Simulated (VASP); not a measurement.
# Na: single point with PBEsol

The system is Na.

```
CELL_PARAMETERS angstrom
0.00000 2.60103 2.60103
2.60103 0.00000 2.60103
2.60103 2.60103 0.00000
ATOMIC_POSITIONS crystal
Na 0.00000 0.00000 0.00000
```

- Program: VASP 6.6.1
- Task: single point
- Functional: PBEsol
- Potentials or basis: VASP PAW PBE potentials, release 64 (Na_pv)
- Cutoff: 520 eV
- k mesh: 13 × 13 × 13
- Occupations: fermi-dirac, width 0.1 eV
- Spin: no spin polarisation

```
Pressure : 0.3 GPa
```

Levels at points of the mesh, in eV from the Fermi level:
| k point | band 1 | band 2 | band 3 | band 4 | band 5 | band 6 | band 7 | band 8 |
| --- | --- | --- | --- | --- | --- | --- | --- | --- |
| (0.00, 0.00, 0.00) | -24.75 | -24.75 | -24.75 | -3.40 | 11.40 | 11.40 | 11.40 | 12.54 |

Wall time 18 s on 1 thread of Intel(R) Xeon(R) 6975P-C (Granite Rapids) (shared host), peak memory 0.16 GiB.

Caveat: the PAW data sets were made with another functional, which shifts forces and pressure a little.
